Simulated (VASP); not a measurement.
ZnO:

```
Zn O
1.0
     2.86299    0.00000    0.00000
    -1.43149    2.47942    0.00000
     0.00000    0.00000    9.37419
Zn O
4 4
Cartesian
  1.4315 0.8265 7.9120
  0.0000 1.6529 3.2249
  0.0000 0.0000 5.5689
  0.0000 0.0000 0.8818
  1.4315 0.8265 6.1493
  0.0000 1.6529 1.4622
  0.0000 0.0000 3.8052
  0.0000 0.0000 8.4923
```

```yaml
Program: VASP 6.6.1
Task: relaxation of cell and atoms
Functional: PBE
Potentials_or_basis: VASP PAW PBE potentials, release 64 (Zn, O)
Cutoff: 600 eV
k_mesh: 6 × 6 × 2
Occupations: gaussian, width 0.1 eV
Spin: no spin polarisation
```

At the start: pressure 124.8 GPa; volume 8.32 Å³/atom.

Q: How do energy, volume and symmetry change on relaxing?

A: Over 6 steps the energy falls by 1106.1 meV/atom and the volume is 12.34 Å³/atom (+48.3 %); space group P6_3mc (No. 186, to 0.05 Å).

The path:
```csv
step,energy change (eV),largest force (eV/Å),pressure (GPa),volume (Å³)
1,0.0000,0.3474,124.79,66.54
2,-2.5291,0.0529,-29.72,150.46
3,-8.8255,0.1588,-2.95,100.88
4,-8.8430,0.1576,-1.15,99.52
5,-8.8460,0.1565,0.09,98.66
6,-8.8489,0.0335,0.02,98.70
```

Final structure:
```cif
data_structure
_symmetry_space_group_name_H-M 'P 1'
_symmetry_Int_Tables_number 1
_cell_length_a 3.2665
_cell_length_b 3.2665
_cell_length_c 10.6813
_cell_angle_alpha 90.000
_cell_angle_beta 90.000
_cell_angle_gamma 120.000
_cell_volume 98.70
loop_
_atom_site_label
_atom_site_type_symbol
_atom_site_fract_x
_atom_site_fract_y
_atom_site_fract_z
_atom_site_occupancy
Zn1 Zn 0.66667 0.33333 0.84365 1
Zn2 Zn 0.33333 0.66667 0.34365 1
Zn3 Zn 0.00000 0.00000 0.59368 1
Zn4 Zn 0.00000 0.00000 0.09368 1
O1 O 0.66667 0.33333 0.65646 1
O2 O 0.33333 0.66667 0.15646 1
O3 O 0.00000 0.00000 0.40622 1
O4 O 0.00000 0.00000 0.90622 1
```

Caveat: the k points lie up to 0.37 Å⁻¹ apart in the final cell; the volume moved by over 15 % at a fixed basis, so the end points are rough.
